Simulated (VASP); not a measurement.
# Ta (Im-3m) in VASP: notebook

Runs on Ta. Level: r2SCAN. Tasks: single point.

Program: VASP 6.6.1. These are calculated values, not measurements. Logs are shortened: lines on timing, memory, paths and dates and some standing lists are left out, and cuts for length are marked.

## Step 1: The cell of the first run

It takes space group Im-3m (No. 229, cubic). Conventional cell: a = 3.258 Å, b = 3.258 Å, c = 3.258 Å, α = 90.00°, β = 90.00°, γ = 90.00°. Ta (site symmetry m-3m) has 14 Ta at 2.82 to 3.26 Å within 3.7 Å.

## Step 2: Single point, r2SCAN

POSCAR

```
Ta
1.0
   -1.6289626696      1.6289626696      1.6289626696
    1.6289626696     -1.6289626696      1.6289626696
    1.6289626696      1.6289626696     -1.6289626696
Ta
1
Direct
    0.0000000000      0.0000000000      0.0000000000
```

INCAR.step1

```
ALGO = Normal
EDIFF = 1E-4
ENCUT = 520
GGA = PE
ISMEAR = -1
LASPH = True
LCHARG = False
LREAL = False
LWAVE = True
NBANDS = 12
NELM = 60
PREC = Accurate
SIGMA = 0.05
```

INCAR.step2

```
ALGO = Normal
EDIFF = 1E-6
ENCUT = 520
ISIF = 2
ISMEAR = -1
ISTART = 1
LASPH = True
LCHARG = True
LELF = True
LMIXTAU = True
LREAL = False
LVHAR = True
LWAVE = False
METAGGA = R2SCAN
NBANDS = 12
NELM = 60
PREC = Accurate
SIGMA = 0.05
```

KPOINTS

```
k-points
0
Gamma
  11 11 11
```

Potentials or basis: VASP PAW PBE potentials, release 64 (Ta_pv).

Command:

```
cat potpaw_PBE.64/Ta_pv/POTCAR > POTCAR
cp INCAR.step1 INCAR
mpirun -np 1 vasp_std > vasp.out
cp INCAR.step2 INCAR
mpirun -np 1 vasp_std > vasp.out
```

OUTCAR:

```text
EDIFF = 1E-6
   ENCUT = 520
   ISIF = 2
   ISMEAR = -1
   ISTART = 1
   LASPH = True
   LREAL = False
   METAGGA = R2SCAN
   NELM = 60
   PREC = Accurate

 ion  position               nearest neighbor table
   1  0.000  0.000  0.000-

  LATTYP: Found a body centered cubic cell.
 ALAT       =     3.2579253392

  Lattice vectors:

 A1 = (  -1.6289626696,   1.6289626696,   1.6289626696)
 A2 = (   1.6289626696,  -1.6289626696,   1.6289626696)
 A3 = (   1.6289626696,   1.6289626696,  -1.6289626696)

Analysis of symmetry for initial positions (statically):
=====================================================================
 Subroutine PRICEL returns:
 Original cell was already a primitive cell.

 Routine SETGRP: Setting up the symmetry group for a
 body centered cubic supercell.

 Subroutine GETGRP returns: Found 48 space group operations
 (whereof 48 operations were pure point group operations)
 out of a pool of 48 trial point group operations.

The static configuration has the point symmetry O_h .

Analysis of symmetry for dynamics (positions and initial velocities):
=====================================================================
 Subroutine PRICEL returns:
 Original cell was already a primitive cell.

 Routine SETGRP: Setting up the symmetry group for a
 body centered cubic supercell.

 Subroutine GETGRP returns: Found 48 space group operations
 (whereof 48 operations were pure point group operations)
 out of a pool of 48 trial point group operations.

The dynamic configuration has the point symmetry O_h .

 Subroutine INISYM returns: Found 48 space group operations
 (whereof 48 operations are pure point group operations),
 and found     1 'primitive' translations

----------------------------------------------------------------------------------------

                                     Primitive cell

  volume of cell :      17.2899

  direct lattice vectors                    reciprocal lattice vectors
    -1.628962670  1.628962670  1.628962670     0.000000000  0.306943805  0.306943805
     1.628962670 -1.628962670  1.628962670     0.306943805  0.000000000  0.306943805
     1.628962670  1.628962670 -1.628962670     0.306943805  0.306943805  0.000000000

  length of vectors
     2.821446107  2.821446107  2.821446107     0.434084092  0.434084092  0.434084092

  position of ions in fractional coordinates (direct lattice)
     0.000000000  0.000000000  0.000000000

  ion indices of the primitive-cell ions
   primitive index   ion index
                 1           1
[... 74 lines left out ...]
   EDIFFG = 0.1E-04   stopping-criterion for IOM
   NSW    =      0    number of steps for IOM
   IBRION =     -1    ionic relax: 0-MD 1-quasi-New 2-CG
   NFREE  =      0    steps in history (QN), initial steepest desc. (CG)
   ISIF   =      2    stress and relaxation
   ISYM   =      2    0-nonsym 1-usesym 2-fastsym
   POTIM  = 0.5000    time-step for ionic-motion
   TEBEG  =    0.0;   TEEND  =   0.0 temperature during run
   PSTRESS=    0.0 pullay stress
   NELECT =      11.0000    total number of electrons
   NUPDOWN=      -1.0000    fix difference up-down
   EMIN   =  10.00;   EMAX   =-10.00  energy-range for DOS
   EFERMI =   0.00;   METHOD = LEGACY
   ISMEAR =    -1;   SIGMA  =   0.05  broadening in eV -4-tet -1-fermi 0-gaus
   EFERMI_NEDOS =   21; number of points for ismear=-14 and -15
   IALGO  =     38    algorithm
   IMIX   =      4    mixing-type and parameters
     AMIX     =   0.40;   BMIX     =  1.00
     AMIX_MAG =   1.60;   BMIX_MAG =  1.00
  volume/ion in A,a.u.               =      17.29       116.68
  Fermi-wavevector in a.u.,A,eV,Ry     =   1.408017  2.660767 26.973716  1.982512
  Thomas-Fermi vector in A             =   2.530218
   LORBIT       =      0    0 simple, 1 ext, 2 COOP (PROOUT), +10 PAW based schemes
   METAGGA = R2SCAN    functional components
   LHFCALC =     F    Hartree Fock is set to
   AEXX    =    0.0000 exact exchange contribution
   IVDW    =     0    specifies the selected vdW correction
   LEPSILON=     F    determine dielectric tensor
   LRPA    =     F    only Hartree local field effects (RPA)
 non-spin polarized calculation
  energy-cutoff  :      520.00
  volume of cell :       17.29
 maximum number of plane-waves:       478
 NGX is ok and might be reduce to    24
   NGX = 11   NGY = 11   NGZ = 11

 number of electron      11.0000000 magnetization

 Free energy of the ion-electron system (eV)
  ---------------------------------------------------
  ext. energy  EPLUGINS =         0.00000000
  ---------------------------------------------------
  free energy    TOTEN  =       -48.56273581 eV

  energy without entropy =      -48.55505824  energy(sigma->0) =      -48.55889703

 E-fermi :   5.6447     XC(G=0): -14.0104

 val. band max:        5.6040461807   @ k =   0.1818   0.0000   0.0000
 cond. band min:       5.6578089738   @ k =   0.3636   0.1818   0.0909
 fundamental gap:      0.0537627931
 Fermi energy:         5.6446698513

 k-point     1 :       0.0000    0.0000    0.0000
  band No.  band energies     occupation
      1     -28.3871      2.00000
      2     -28.3871      2.00000
      3     -28.3871      2.00000
      4      -2.8241      2.00000
      5       6.5016      0.00000
      6       6.5016      0.00000
      7       6.5016      0.00000
      8      10.1348      0.00000
      9      10.1348      0.00000
     10      17.9739      0.00000
     11      21.6359      0.00000
     12      21.6359      0.00000
[... 331 lines left out ...]
 k-point    24 :       0.3636    0.1818    0.0909
  band No.  band energies     occupation
      1     -29.5515      2.00000
      2     -29.0277      2.00000
      3     -28.6207      2.00000
      4       2.5883      2.00000
      5       3.9087      2.00000
      6       5.6578      0.86936
      7      10.6217      0.00000
      8      11.2487      0.00000
      9      15.9774      0.00000
     10      16.6391      0.00000
     11      17.9776      0.00000
     12      20.0805      0.00000

 [... further k-points ...]
[... 5 lines left out ...]
  --------------------------------------------------------------------------------------
  -------------------------------------------------------------------------------------
  Total        1.0417901      1.0417901      1.0417901      0.0000000      0.0000000      0.0000000
  in kB       96.5378097     96.5378097     96.5378097      0.0000000      0.0000000      0.0000000
  external PRESSURE =      96.5378097 kB  Pullay stress =       0.0000000 kB

 VOLUME and BASIS-vectors are now :
 -----------------------------------------------------------------------------
  energy-cutoff  :      520.00
  volume of cell :       17.29
      direct lattice vectors                 reciprocal lattice vectors
    -1.628962670  1.628962670  1.628962670     0.000000000  0.306943805  0.306943805
     1.628962670 -1.628962670  1.628962670     0.306943805  0.000000000  0.306943805
     1.628962670  1.628962670 -1.628962670     0.306943805  0.306943805  0.000000000

 POSITION                                       TOTAL-FORCE (eV/Angst)
 -----------------------------------------------------------------------------------
      0.00000      0.00000      0.00000         0.000000      0.000000     -0.000000
 -----------------------------------------------------------------------------------
    total drift:                               -0.000000      0.000000      0.000000

  FREE ENERGIE OF THE ION-ELECTRON SYSTEM (eV)
  ---------------------------------------------------
  free  energy   TOTEN  =       -48.5627358138 eV

  energy  without entropy=      -48.5550582387  energy(sigma->0) =      -48.55889703
```

OUTCAR.step1:

```text
EDIFF = 1E-4
   ENCUT = 520
   GGA = PE
   ISMEAR = -1
   LASPH = True
[... 575 lines left out ...]

 POSITION                                       TOTAL-FORCE (eV/Angst)
 -----------------------------------------------------------------------------------
      0.00000      0.00000      0.00000         0.000000      0.000000     -0.000000
 -----------------------------------------------------------------------------------
    total drift:                                0.000000      0.000000     -0.000000

  FREE ENERGIE OF THE ION-ELECTRON SYSTEM (eV)
  ---------------------------------------------------
  free  energy   TOTEN  =       -11.7860501172 eV

  energy  without entropy=      -11.7796242959  energy(sigma->0) =      -11.78283721
```

OSZICAR.step1:

```text
N       E                     dE             d eps       ncg     rms          rms(c)
DAV:   1     0.611068351734E+02    0.61107E+02   -0.61292E+03  1360   0.883E+02
DAV:   2    -0.112815674684E+02   -0.72388E+02   -0.70619E+02  1504   0.248E+02
DAV:   3    -0.122115458853E+02   -0.92998E+00   -0.92603E+00  1596   0.267E+01
DAV:   4    -0.122138970760E+02   -0.23512E-02   -0.23501E-02  1496   0.147E+00
DAV:   5    -0.122139039290E+02   -0.68530E-05   -0.68531E-05  1472   0.758E-02    0.145E+01
DAV:   6    -0.118896300901E+02    0.32427E+00   -0.25775E-01  1564   0.550E+00    0.725E+00
DAV:   7    -0.117870824834E+02    0.10255E+00   -0.24084E-01  1540   0.498E+00    0.383E-01
DAV:   8    -0.117860684116E+02    0.10141E-02   -0.60364E-03  1424   0.675E-01    0.903E-02
DAV:   9    -0.117860501172E+02    0.18294E-04   -0.67299E-05  1084   0.951E-02
   1 F= -.11786050E+02 E0= -.11782837E+02  d E =-.642582E-02
```

Run time: 21 s. Hardware: 1 thread of Intel Xeon Platinum 8559C (Emerald Rapids), shared host; peak memory 0.15 GiB.

Results:

```
Free energy : -48.5627 eV
Pressure    : 9.7 GPa
```

Caveat: the PAW data sets were made with another functional, which shifts forces and pressure a little; spin-orbit coupling is left out, which moves the levels of the heavy elements.

## Step 3: Single point, r2SCAN

This run uses another cell than the first one, of 17.65 Å³/atom, 1.021 times its volume.

POSCAR

```
Ta
1.0
   -1.6401972500      1.6401972500      1.6401972500
    1.6401972500     -1.6401972500      1.6401972500
    1.6401972500      1.6401972500     -1.6401972500
Ta
1
Direct
    0.0000000000      0.0000000000      0.0000000000
```

INCAR.step1

```
SYSTEM = Ta
ALGO     = Normal         ! electronic algorithm
EDIFF    = 1E-4           ! SCF threshold, eV
ENCUT    = 520            ! plane-wave cutoff, eV
GGA      = PE             ! functional
ISMEAR   = -1             ! smearing method
LASPH    = .True.         ! aspherical terms in the spheres
LCHARG   = .False.        ! write CHGCAR
LREAL    = .False.        ! projectors in reciprocal space
LWAVE    = .True.         ! write WAVECAR
NBANDS   = 12             ! bands
NELM     = 100            ! most SCF steps
PREC     = Accurate       ! precision mode
SIGMA    = 0.05           ! smearing width, eV
```

INCAR.step2

```
SYSTEM = Ta
ALGO     = Normal         ! electronic algorithm
EDIFF    = 1E-7           ! SCF threshold, eV
ENCUT    = 520            ! plane-wave cutoff, eV
ISIF     = 2              ! what is computed and relaxed
ISMEAR   = -1             ! smearing method
ISTART   = 1            
LASPH    = .True.         ! aspherical terms in the spheres
LCHARG   = .False.        ! write CHGCAR
LMIXTAU  = .True.       
LREAL    = .False.        ! projectors in reciprocal space
LWAVE    = .False.        ! write WAVECAR
METAGGA  = R2SCAN         ! meta-GGA
NBANDS   = 12             ! bands
NELM     = 100            ! most SCF steps
PREC     = Accurate       ! precision mode
SIGMA    = 0.05           ! smearing width, eV
```

KPOINTS

```
k-points
0
Gamma
  11 11 11
  0 0 0
```

Potentials or basis: VASP PAW PBE potentials, release 64 (Ta_pv).

Command:

```
cat potpaw_PBE.64/Ta_pv/POTCAR > POTCAR
cp INCAR.step1 INCAR
mpirun -np 1 vasp_std > vasp.out
cp INCAR.step2 INCAR
mpirun -np 1 vasp_std > vasp.out
```

Wall time 25 s (1 thread of Intel Xeon Platinum 8559C (Emerald Rapids), shared host); peak memory 0.15 GiB.

Results (log left out):

```yaml
Free_energy: -48.5791 eV
Pressure: 4.9 GPa
```

Levels at points of the mesh, in eV from the Fermi level:
```tsv
k point	band 1	band 2	band 3	band 4	band 5	band 6	band 7	band 8	band 9	band 10
(0.00, 0.00, 0.00)	-34.11	-34.11	-34.11	-8.38	0.87	0.87	0.87	4.42	4.42	12.24
```

Caveat: the PAW data sets were made with another functional, which shifts forces and pressure a little; spin-orbit coupling is left out, which moves the levels of the heavy elements.

## Step 4: Single point, r2SCAN

This run uses another cell than the first one, of 18.01 Å³/atom, 1.042 times its volume.

POSCAR

```
Ta
1.0
   -1.6512800000      1.6512800000      1.6512800000
    1.6512800000     -1.6512800000      1.6512800000
    1.6512800000      1.6512800000     -1.6512800000
Ta
1
Direct
    0.0000000000      0.0000000000      0.0000000000
```

INCAR.step1

```
SYSTEM = Ta
  PREC = Accurate
  ENCUT = 520
  ISMEAR = -1
  SIGMA = 0.05
  LREAL = .False.
  LASPH = .True.
  NELM = 80
  NBANDS = 12
  GGA = PE
  ALGO = Normal
  EDIFF = 1E-4
  LWAVE = .True.
  LCHARG = .False.
```

INCAR.step2

```
SYSTEM = Ta
  PREC = Accurate
  ENCUT = 520
  EDIFF = 1E-7
  ISMEAR = -1
  SIGMA = 0.05
  LREAL = .False.
  LASPH = .True.
  NELM = 80
  ALGO = Normal
  ISIF = 2
  LWAVE = .False.
  LCHARG = .True.
  METAGGA = R2SCAN
  LMIXTAU = .True.
  LELF = .True.
  LVHAR = .True.
  NBANDS = 12
  ISTART = 1
```

KPOINTS

```
regular mesh
0
Gamma
  11 11 11
  0 0 0
```

Command:

```
cat potpaw_PBE.64/Ta_pv/POTCAR > POTCAR
cp INCAR.step1 INCAR
mpirun -np 1 vasp_std > vasp.out
cp INCAR.step2 INCAR
mpirun -np 1 vasp_std > vasp.out
```

Run time: 26 s. Hardware: 1 thread of Intel Xeon Platinum 8559C (Emerald Rapids), shared host; peak memory 0.15 GiB.

The run converged. Its results:

```
Free energy : -48.5854 eV
Pressure    : 0.7 GPa
```

Levels at points of the mesh, in eV from the Fermi level:
```tsv
k point	band 2	band 3	band 4	band 5	band 6	band 7	band 8	band 9
(0.00, 0.00, 0.00)	-34.19	-34.19	-8.30	0.87	0.87	0.87	4.36	4.36
```

Caveat: the PAW data sets were made with another functional, which shifts forces and pressure a little; spin-orbit coupling is left out, which moves the levels of the heavy elements.

## Step 5: Single point, r2SCAN

This run uses another cell than the first one, of 18.37 Å³/atom, 1.062 times its volume.

POSCAR

```
Ta
1.0
   -1.6622159478      1.6622159478      1.6622159478
    1.6622159478     -1.6622159478      1.6622159478
    1.6622159478      1.6622159478     -1.6622159478
Ta
1
Direct
    0.0000000000      0.0000000000      0.0000000000
```

INCAR.step1

```
PREC = Accurate ; ENCUT = 520
ISMEAR = -1 ; SIGMA = 0.05
LREAL = False ; LASPH = True
NELM = 60 ; NBANDS = 12
GGA = PE ; ALGO = Normal
EDIFF = 1E-4 ; LWAVE = True
LCHARG = False
```

INCAR.step2

```
PREC = Accurate ; ENCUT = 520
EDIFF = 1E-7 ; ISMEAR = -1
SIGMA = 0.05 ; LREAL = False
LASPH = True ; NELM = 60
ALGO = Normal ; ISIF = 2
LWAVE = False ; LCHARG = True
METAGGA = R2SCAN ; LMIXTAU = True
LELF = True ; LVHAR = True
NBANDS = 12 ; ISTART = 1
```

KPOINTS

```
regular mesh
0
Gamma
  11 11 11
```

Command:

```
cat potpaw_PBE.64/Ta_pv/POTCAR > POTCAR
cp INCAR.step1 INCAR
mpirun -np 1 vasp_std > vasp.out
cp INCAR.step2 INCAR
mpirun -np 1 vasp_std > vasp.out
```

Run time: 24 s. Hardware: 1 thread of Intel Xeon Platinum 8559C (Emerald Rapids), shared host; peak memory 0.14 GiB.

The run converged. Its results:

```
Free energy : -48.5826 eV
Pressure    : -3.2 GPa
```

Levels at points of the mesh, in eV from the Fermi level:
| k point | band 2 | band 3 | band 4 | band 5 | band 6 | band 7 | band 8 | band 9 |
| --- | --- | --- | --- | --- | --- | --- | --- | --- |
| (0.00, 0.00, 0.00) | -34.27 | -34.27 | -8.22 | 0.87 | 0.87 | 0.87 | 4.29 | 4.29 |

Caveat: the PAW data sets were made with another functional, which shifts forces and pressure a little; spin-orbit coupling is left out, which moves the levels of the heavy elements.

## Step 6: Single point, r2SCAN

This run uses another cell than the first one, of 18.73 Å³/atom, 1.083 times its volume.

POSCAR

```
Ta
1.0
   -1.6730098603      1.6730098603      1.6730098603
    1.6730098603     -1.6730098603      1.6730098603
    1.6730098603      1.6730098603     -1.6730098603
Ta
1
Direct
    0.0000000000      0.0000000000      0.0000000000
```

INCAR.step1

```
PREC = Accurate
ENCUT = 520
ISMEAR = -1
SIGMA = 0.05
LREAL = F
LASPH = T
NELM = 100
NBANDS = 12
GGA = PE
ALGO = Normal
EDIFF = 1E-4
LWAVE = T
LCHARG = F
```

INCAR.step2

```
PREC = Accurate
ENCUT = 520
EDIFF = 1E-7
ISMEAR = -1
SIGMA = 0.05
LREAL = F
LASPH = T
NELM = 100
ALGO = Normal
ISIF = 2
LWAVE = F
LCHARG = F
METAGGA = R2SCAN
LMIXTAU = T
NBANDS = 12
ISTART = 1
```

KPOINTS

```
Automatic mesh
0
Gamma
  11 11 11
```

Potentials or basis: VASP PAW PBE potentials, release 64 (Ta_pv).

Command:

```
cat potpaw_PBE.64/Ta_pv/POTCAR > POTCAR
cp INCAR.step1 INCAR
mpirun -np 1 vasp_std > vasp.out
cp INCAR.step2 INCAR
mpirun -np 1 vasp_std > vasp.out
```

Run time: 25 s. Hardware: 1 thread of Intel Xeon Platinum 8559C (Emerald Rapids), shared host; peak memory 0.15 GiB.

Results (log left out):

```yaml
Free_energy: -48.5715 eV
Pressure: -6.7 GPa
```

Levels at points of the mesh, in eV from the Fermi level:
```
           k point  band 2  band 3  band 4  band 5  band 6  band 7  band 8  band 9
(0.00, 0.00, 0.00)  -34.36  -34.36   -8.15    0.87    0.87    0.87    4.22    4.22
```

Caveat: the PAW data sets were made with another functional, which shifts forces and pressure a little; spin-orbit coupling is left out, which moves the levels of the heavy elements.

## Step 7: Summary

```tsv
cell	gap on the mesh (eV)	pressure (GPa)
a = 2.821 Å, angles 109.5°, 1 atom	none	9.7
a = 2.841 Å, angles 109.5°, 1 atom	none	4.9
a = 2.860 Å, angles 109.5°, 1 atom	none	0.7
a = 2.879 Å, angles 109.5°, 1 atom	none	-3.2
a = 2.898 Å, angles 109.5°, 1 atom	none	-6.7
```

Alike in all rows: task single point; level r2SCAN; potentials or basis VASP PAW PBE potentials, release 64 (Ta_pv); no spin polarisation; k mesh 11 × 11 × 11; cutoff (eV) 520; smearing fermi-dirac 0.05 eV.

Caveats: the PAW data sets were made with another functional, which shifts forces and pressure a little; spin-orbit coupling is left out, which moves the levels of the heavy elements.

Total energies depend on the potentials used, so only differences within one code and one set of settings carry meaning.
